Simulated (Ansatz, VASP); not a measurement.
**Ti in VASP and in Ansatz**

```
Ti
1.0
     4.56737    0.00000    0.00000
    -2.28369    3.95546    0.00000
     0.00000    0.00000    2.82624
Ti
3
Direct
  0.66667 0.33333 0.50000
  0.33333 0.66667 0.50000
  0.00000 0.00000 0.00000
```

Alike in both runs: task relaxation of cell and atoms; functional PBE; k mesh 7 × 7 × 9; occupations fermi-dirac, width 0.05 eV; no spin polarisation.

|  | VASP | Ansatz |
| --- | --- | --- |
| version | VASP 6.6.1 | Ansatz 0.2.0 |
| potentials or method | VASP PAW PBE potentials, release 64 (Ti_sv) | Ansatz PAW |
| plane-wave cutoff (eV) | 600 | 420 |
| valence electrons in the cell | 36 | 36 |

|  | VASP | Ansatz | Ansatz less VASP |
| --- | --- | --- | --- |
| gap on the k mesh at the Fermi level, each at its own relaxed structure (eV) | none | none | - |
| relaxed volume (Å³/atom) | 17.09 | 17.14 | +0.049 |
| relaxed cell length with the largest relative difference (Å) | 2.829 | 2.831 | +0.0029 |

A gap of «none» marks a metal or a gap that the smearing closes.

Noted on Ansatz's run: the plane-wave basis is chosen anew once the cell has moved, so the energies of steps on either side of that aren't comparable.
